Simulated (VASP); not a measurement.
# Cu (P6_3/mmc) in VASP: further runs

Cu is run at these levels: RPBE; tasks: single point.

Program: VASP 6.6.1. These are calculated values, not measurements. Logs are shortened: lines on timing, memory, paths and dates and some standing lists are left out, and cuts for length are marked.

## (1) The cell of the first run

Symmetry: P6_3/mmc, No. 194, hexagonal system. The conventional cell has a = 2.562 Å, b = 2.562 Å, c = 4.194 Å, α = 90.00°, β = 90.00°, γ = 120.00°. Cu (site symmetry -6m2) has 12 Cu at 2.56 to 2.57 Å within 3.4 Å.

## (2) Single point, RPBE (volume scaled by 0.96)

The input, INCAR:

```
ALGO = Normal
EDIFF = 1E-6
ENCUT = 520
GGA = RP
ISIF = 2
ISMEAR = -1
LASPH = True
LCHARG = False
LREAL = False
LWAVE = False
NBANDS = 18
NELM = 100
PREC = Accurate
SIGMA = 0.1
```

The input, KPOINTS:

```
k-points
0
Gamma
  16 16 8
```

The input, POSCAR:

```
Cu
1.0
    2.5620799073      0.0000000000      0.0000000000
   -1.2810399537      2.2188262863      0.0000000000
    0.0000000000      0.0000000000      4.1943397628
Cu
2
Direct
    0.3333333333      0.6666666667      0.2500000000
    0.6666666667      0.3333333333      0.7500000000
```

Potentials or basis: VASP PAW PBE potentials, release 64 (Cu).

The run is started by

```console
cat potpaw_PBE.64/Cu/POTCAR > POTCAR
mpirun -np 1 vasp_std > vasp.out
```

OUTCAR:

```text
EDIFF = 1E-6
   ENCUT = 520
   GGA = RP
   ISIF = 2
   ISMEAR = -1
   LASPH = True
   LREAL = False
   NELM = 100
   PREC = Accurate

 ion  position               nearest neighbor table
   1  0.333  0.667  0.250-   2 2.57   2 2.57   2 2.57   2 2.57   2 2.57   2 2.57
   2  0.667  0.333  0.750-   1 2.57   1 2.57   1 2.57   1 2.57   1 2.57   1 2.57

  LATTYP: Found a hexagonal cell.
 ALAT       =     2.5620799073
 C/A-ratio  =     1.6370838985

  Lattice vectors:

 A1 = (   2.5620799073,   0.0000000000,   0.0000000000)
 A2 = (  -1.2810399537,   2.2188262863,   0.0000000000)
 A3 = (   0.0000000000,   0.0000000000,   4.1943397628)

Analysis of symmetry for initial positions (statically):
=====================================================================
 Subroutine PRICEL returns:
 Original cell was already a primitive cell.

 Routine SETGRP: Setting up the symmetry group for a
 hexagonal supercell.

 Subroutine GETGRP returns: Found 24 space group operations
 (whereof 12 operations were pure point group operations)
 out of a pool of 24 trial point group operations.

The static configuration has the point symmetry D_3d.
 The point group associated with its full space group is D_6h.

Analysis of symmetry for dynamics (positions and initial velocities):
=====================================================================
 Subroutine PRICEL returns:
 Original cell was already a primitive cell.

 Routine SETGRP: Setting up the symmetry group for a
 hexagonal supercell.

 Subroutine GETGRP returns: Found 24 space group operations
 (whereof 12 operations were pure point group operations)
 out of a pool of 24 trial point group operations.

The dynamic configuration has the point symmetry D_3d.
 The point group associated with its full space group is D_6h.

 Subroutine INISYM returns: Found 24 space group operations
 (whereof 12 operations are pure point group operations),
 and found     1 'primitive' translations

----------------------------------------------------------------------------------------

                                     Primitive cell

  volume of cell :      23.8440

  direct lattice vectors                    reciprocal lattice vectors
     2.562079907  0.000000000  0.000000000     0.390307889  0.225344365  0.000000000
    -1.281039954  2.218826286  0.000000000     0.000000000  0.450688730  0.000000000
     0.000000000  0.000000000  4.194339763     0.000000000  0.000000000  0.238416546

  length of vectors
     2.562079907  2.562079907  4.194339763     0.450688730  0.450688730  0.238416546

  position of ions in fractional coordinates (direct lattice)
     0.333333333  0.666666667  0.250000000
     0.666666667  0.333333333  0.750000000

  ion indices of the primitive-cell ions
   primitive index   ion index
                 1           1
                 2           2

----------------------------------------------------------------------------------------

 KPOINTS: k-points

Automatic generation of k-mesh.
 Grid dimensions read from file:
 generate k-points for:   16   16    8

 Generating k-lattice:

  Cartesian coordinates                     Fractional coordinates (reciprocal lattice)
     0.024394243  0.014084023  0.000000000     0.062500000  0.000000000  0.000000000
     0.000000000  0.028168046  0.000000000     0.000000000  0.062500000  0.000000000
     0.000000000  0.000000000  0.029802068     0.000000000  0.000000000  0.125000000

  Length of vectors
     0.028168046  0.028168046  0.029802068

  Shift w.r.t. Gamma in fractional coordinates (k-lattice)
     0.000000000  0.000000000  0.000000000

 Subroutine IBZKPT returns following result:
 ===========================================

 Found    150 irreducible k-points:

 Following reciprocal coordinates:
            Coordinates               Weight
  0.000000  0.000000  0.000000      1.000000
  0.062500 -0.000000  0.000000      6.000000
  0.125000 -0.000000  0.000000      6.000000
  0.187500 -0.000000  0.000000      6.000000
  0.250000 -0.000000  0.000000      6.000000
  0.312500  0.000000  0.000000      6.000000
[... 16 lines left out ...]
  0.187500  0.187500  0.000000      6.000000
  0.250000  0.187500  0.000000     12.000000
 [... further k-points ...]
   k-points           NKPTS =    150   k-points in BZ     NKDIM =    150   number of bands    NBANDS=     18
   number of dos      NEDOS =    301   number of ions     NIONS =      2
   total plane-waves  NPLWV =  12800
   dimension x,y,z NGX =    20 NGY =   20 NGZ =   32
   dimension x,y,z NGXF=    40 NGYF=   40 NGZF=   64
   ions per type =               2
   NGX,Y,Z   is equivalent  to a cutoff of  12.98, 12.98, 12.68 a.u.
   NGXF,Y,Z  is equivalent  to a cutoff of  25.95, 25.95, 25.37 a.u.
 SYSTEM =  unknown system
   PREC   = accura    normal or accurate (medium, high low for compatibility)
   ISTART =      0    job   : 0-new  1-cont  2-samecut
   ICHARG =      2    charge: 1-file 2-atom 10-const
   ISPIN  =      1    spin polarized calculation?
   LNONCOLLINEAR =      F non collinear calculations
   LSORBIT =      F    spin-orbit coupling
   LASPH  =      T    aspherical Exc in radial PAW
   ENCUT  =  520.0 eV  38.22 Ry    6.18 a.u.   4.76  4.76  7.80*2*pi/ulx,y,z
   NELM   =    100;   NELMIN=  2; NELMDL= -5     # of ELM steps
   EDIFF  = 0.1E-05   stopping-criterion for ELM
   LREAL  =      F    real-space projection
   EDIFFG = 0.1E-04   stopping-criterion for IOM
   NSW    =      0    number of steps for IOM
   IBRION =     -1    ionic relax: 0-MD 1-quasi-New 2-CG
   NFREE  =      0    steps in history (QN), initial steepest desc. (CG)
   ISIF   =      2    stress and relaxation
   ISYM   =      2    0-nonsym 1-usesym 2-fastsym
   POTIM  = 0.5000    time-step for ionic-motion
   TEBEG  =    0.0;   TEEND  =   0.0 temperature during run
   PSTRESS=    0.0 pullay stress
   NELECT =      22.0000    total number of electrons
   NUPDOWN=      -1.0000    fix difference up-down
   EMIN   =  10.00;   EMAX   =-10.00  energy-range for DOS
   EFERMI =   0.00;   METHOD = LEGACY
   ISMEAR =    -1;   SIGMA  =   0.10  broadening in eV -4-tet -1-fermi 0-gaus
   EFERMI_NEDOS =   21; number of points for ismear=-14 and -15
   IALGO  =     38    algorithm
   IMIX   =      4    mixing-type and parameters
     AMIX     =   0.40;   BMIX     =  1.00
     AMIX_MAG =   1.60;   BMIX_MAG =  1.00
  volume/ion in A,a.u.               =      11.92        80.45
  Fermi-wavevector in a.u.,A,eV,Ry     =   1.593759  3.011767 34.559701  2.540066
  Thomas-Fermi vector in A             =   2.691939
   LORBIT       =      0    0 simple, 1 ext, 2 COOP (PROOUT), +10 PAW based schemes
   GGA     = RP    functional components
   LHFCALC =     F    Hartree Fock is set to
   AEXX    =    0.0000 exact exchange contribution
   IVDW    =     0    specifies the selected vdW correction
   LEPSILON=     F    determine dielectric tensor
   LRPA    =     F    only Hartree local field effects (RPA)
 non-spin polarized calculation
  energy-cutoff  :      520.00
  volume of cell :       23.84
 maximum number of plane-waves:       660
 NGX is ok and might be reduce to    20
   NGX =  9   NGY =  9   NGZ = 15

 number of electron      22.0000004 magnetization

 Free energy of the ion-electron system (eV)
  ---------------------------------------------------
  ext. energy  EPLUGINS =         0.00000000
  ---------------------------------------------------
  free energy    TOTEN  =        -6.48278264 eV

  energy without entropy =       -6.45679616  energy(sigma->0) =       -6.46978940

 E-fermi :   7.5852     XC(G=0): -12.5345

 val. band max:        7.5774935701   @ k =   0.5000  -0.0000   0.1250
 cond. band min:       7.5889635337   @ k =   0.2500   0.1250   0.3750
 fundamental gap:      0.0114699636
 Fermi energy:         7.5852103466

 k-point     1 :       0.0000    0.0000    0.0000
  band No.  band energies     occupation
      1      -1.6458      2.00000
      2       2.6021      2.00000
      3       4.6184      2.00000
      4       4.6865      2.00000
      5       4.6865      2.00000
      6       4.8883      2.00000
[... 10 lines left out ...]
     17      30.9636      0.00000
     18      30.9638      0.00000

 k-point     2 :       0.0625   -0.0000    0.0000
  band No.  band energies     occupation
      1      -1.5199      2.00000
      2       2.6750      2.00000
      3       4.5463      2.00000
      4       4.7317      2.00000
      5       4.7469      2.00000
      6       4.8658      2.00000
[... 10 lines left out ...]
     17      31.5840      0.00000
     18      31.8132      0.00000

 k-point     3 :       0.1250   -0.0000    0.0000
  band No.  band energies     occupation
      1      -1.1468      2.00000
      2       2.8758      2.00000
      3       4.4212      2.00000
      4       4.7749      2.00000
      5       4.8034      2.00000
      6       4.8628      2.00000
[... 10 lines left out ...]
     17      30.9830      0.00000
     18      32.1207      0.00000

 k-point     4 :       0.1875   -0.0000    0.0000
  band No.  band energies     occupation
      1      -0.5421      2.00000
      2       3.1421      2.00000
      3       4.2858      2.00000
      4       4.3536      2.00000
      5       4.6931      2.00000
      6       4.9742      2.00000
[... 375 lines left out ...]
      4       4.3817      2.00000
      5       4.5552      2.00000
      6       4.6701      2.00000
[... 10 lines left out ...]
     17      18.9412      0.00000
     18      25.7456      0.00000

 k-point    23 :       0.1875    0.1875    0.0000
  band No.  band energies     occupation
      1       1.4157      2.00000
      2       3.6538      2.00000
      3       3.7220      2.00000
      4       3.8857      2.00000
      5       4.5729      2.00000
      6       4.7111      2.00000
[... 10 lines left out ...]
     17      25.1812      0.00000
     18      25.6955      0.00000

 k-point    24 :       0.2500    0.1875    0.0000
  band No.  band energies     occupation
      1       2.2687      2.00000
      2       3.5845      2.00000
      3       3.6322      2.00000
      4       3.8747      2.00000
      5       4.4995      2.00000
      6       4.8106      2.00000
[... 10 lines left out ...]
     17      23.4214      0.00000
     18      24.4559      0.00000

 [... further k-points ...]
[... 5 lines left out ...]
  --------------------------------------------------------------------------------------
  -------------------------------------------------------------------------------------
  Total        0.9481225      0.9481225      0.9370175     -0.0000000     -0.0000000     -0.0000000
  in kB       63.7082206     63.7082206     62.9620253     -0.0000000     -0.0000000     -0.0000000
  external PRESSURE =      63.4594888 kB  Pullay stress =       0.0000000 kB

 VOLUME and BASIS-vectors are now :
 -----------------------------------------------------------------------------
  energy-cutoff  :      520.00
  volume of cell :       23.84
      direct lattice vectors                 reciprocal lattice vectors
     2.562079907  0.000000000  0.000000000     0.390307889  0.225344365  0.000000000
    -1.281039954  2.218826286  0.000000000     0.000000000  0.450688730  0.000000000
     0.000000000  0.000000000  4.194339763     0.000000000  0.000000000  0.238416546

 POSITION                                       TOTAL-FORCE (eV/Angst)
 -----------------------------------------------------------------------------------
     -0.00000      1.47922      1.04858         0.000000     -0.000000      0.000000
      1.28104      0.73961      3.14575        -0.000000      0.000000      0.000000
 -----------------------------------------------------------------------------------
    total drift:                               -0.000000      0.000000     -0.000000

  FREE ENERGIE OF THE ION-ELECTRON SYSTEM (eV)
  ---------------------------------------------------
  free  energy   TOTEN  =        -6.4827826378 eV

  energy  without entropy=       -6.4567961627  energy(sigma->0) =       -6.46978940
```

Wall time 29 s (1 thread of Intel Xeon 6975P-C, shared host); peak memory 0.17 GiB.

What came out:

* Free energy: -6.4828 eV
* Pressure: 6.3 GPa
* Band gap on the k mesh: zero (band 11 reaches 11.20 eV, above the bottom of band 12 at 5.68 eV)

Levels at points of the mesh, in eV from the Fermi level:
| k point | band 9 | band 10 | band 11 | band 12 | band 13 | band 14 |
| --- | --- | --- | --- | --- | --- | --- |
| (0.00, 0.00, 0.00) | -2.41 | -1.69 | -1.69 | -0.96 | 3.74 | 21.29 |
| (0.50, 0.00, 0.00) | -1.55 | -1.49 | 0.04 | 1.60 | 7.75 | 8.12 |
| (0.00, 0.00, 0.50) | -1.90 | -1.90 | -1.90 | -1.90 | 12.35 | 12.35 |
| (0.50, 0.00, 0.50) | -1.53 | -1.53 | 0.54 | 0.54 | 4.85 | 4.85 |

Caveat: the cell differs from its parent crystal (volume scaled by 0.96); the PAW data sets were made with another functional, which shifts forces and pressure a little.

## (3) Single point, RPBE

This run uses another cell than the first one, of 12.42 Å³/atom, 1.042 times its volume.

The input, INCAR:

```
ALGO = Normal ; EDIFF = 1E-6
ENCUT = 520 ; GGA = RP
ISIF = 2 ; ISMEAR = -1
LASPH = True ; LCHARG = False
LREAL = False ; LWAVE = False
NBANDS = 18 ; NELM = 80
PREC = Accurate ; SIGMA = 0.1
```

KPOINTS is that of step 2.

The input, POSCAR:

```
Cu
1.0
    2.5971812542      0.0000000000      0.0000000000
   -1.2985906271      2.2492249444      0.0000000000
    0.0000000000      0.0000000000      4.2518036126
Cu
2
Direct
    0.3333333333      0.6666666667      0.2500000000
    0.6666666667      0.3333333333      0.7500000000
```

Potentials or basis: VASP PAW PBE potentials, release 64 (Cu).

The run is started by

```console
cat potpaw_PBE.64/Cu/POTCAR > POTCAR
mpirun -np 1 vasp_std > vasp.out
```

Wall time 29 s (1 thread of Intel Xeon 6975P-C, shared host); peak memory 0.18 GiB.

The run converged. Its results:

| Item | Value |
| --- | --- |
| Free energy | -6.5034 eV |
| Pressure | 0.5 GPa |
| Band gap on the k mesh | zero (band 11 reaches 10.63 eV, above the bottom of band 12 at 5.25 eV) |

Levels at points of the mesh, in eV from the Fermi level:
| k point | band 8 | band 9 | band 10 | band 11 | band 12 | band 13 | band 14 | band 15 |
| --- | --- | --- | --- | --- | --- | --- | --- | --- |
| (0.00, 0.00, 0.00) | -2.33 | -2.33 | -1.64 | -1.64 | -0.85 | 3.54 | 20.95 | 21.13 |
| (0.50, 0.00, 0.00) | -1.55 | -1.52 | -1.47 | 0.05 | 1.51 | 7.57 | 7.88 | 10.35 |
| (0.00, 0.00, 0.50) | -2.82 | -1.85 | -1.85 | -1.85 | -1.85 | 12.02 | 12.02 | 21.63 |
| (0.50, 0.00, 0.50) | -1.79 | -1.50 | -1.50 | 0.58 | 0.58 | 4.63 | 4.63 | 15.68 |

Caveat: the PAW data sets were made with another functional, which shifts forces and pressure a little.

## (4) Single point, RPBE (volume scaled by 1.04)

The input, INCAR:

```
ALGO = Normal
EDIFF = 1E-6
ENCUT = 520
GGA = RP
ISIF = 2
ISMEAR = -1
LASPH = T
LCHARG = T
LELF = T
LREAL = F
LVHAR = T
LWAVE = F
NBANDS = 18
NELM = 60
PREC = Accurate
SIGMA = 0.1
```

KPOINTS is that of step 3.

The input, POSCAR:

```
Cu
1.0
    2.6313586111      0.0000000000      0.0000000000
   -1.3156793055      2.2788234037      0.0000000000
    0.0000000000      0.0000000000      4.3077548133
Cu
2
Direct
    0.3333333333      0.6666666667      0.2500000000
    0.6666666667      0.3333333333      0.7500000000
```

The run is started by

```console
cat potpaw_PBE.64/Cu/POTCAR > POTCAR
mpirun -np 1 vasp_std > vasp.out
```

It took 32 s on 1 thread of Intel Xeon 6975P-C, shared host; peak memory 0.18 GiB.

The run converged. Its results:

```yaml
Free_energy: -6.4933 eV
Pressure: -3.9 GPa
Band_gap_on_the_k_mesh: zero (band 11 reaches 10.10 eV, above the bottom of band 12 at 4.85 eV)
```

Levels at points of the mesh, in eV from the Fermi level:
| k point | band 9 | band 10 | band 11 | band 12 | band 13 | band 14 |
| --- | --- | --- | --- | --- | --- | --- |
| (0.00, 0.00, 0.00) | -2.25 | -1.61 | -1.61 | -0.75 | 3.35 | 20.55 |
| (0.50, 0.00, 0.00) | -1.49 | -1.44 | 0.05 | 1.44 | 7.40 | 7.65 |
| (0.00, 0.00, 0.50) | -1.80 | -1.80 | -1.80 | -1.80 | 11.70 | 11.70 |
| (0.50, 0.00, 0.50) | -1.47 | -1.47 | 0.62 | 0.62 | 4.43 | 4.43 |

Caveat: the cell differs from its parent crystal (volume scaled by 1.04); the PAW data sets were made with another functional, which shifts forces and pressure a little.

## (5) Overview

```tsv
cell	gap on the mesh (eV)	pressure (GPa)
a = 2.562, b = 2.562, c = 4.194 Å, angles 90.0, 90.0, 120.0°, 2 atoms	none	6.3
a = 2.597, b = 2.597, c = 4.252 Å, angles 90.0, 90.0, 120.0°, 2 atoms	none	0.5
a = 2.631, b = 2.631, c = 4.308 Å, angles 90.0, 90.0, 120.0°, 2 atoms	none	-3.9
```

Alike in all rows: task single point; level RPBE; potentials or basis VASP PAW PBE potentials, release 64 (Cu); no spin polarisation; k mesh 16 × 16 × 8; cutoff (eV) 520; smearing fermi-dirac 0.1 eV.

Caveats: the PAW data sets were made with another functional, which shifts forces and pressure a little.

Total energies depend on the potentials used, so only differences within one code and one set of settings carry meaning.
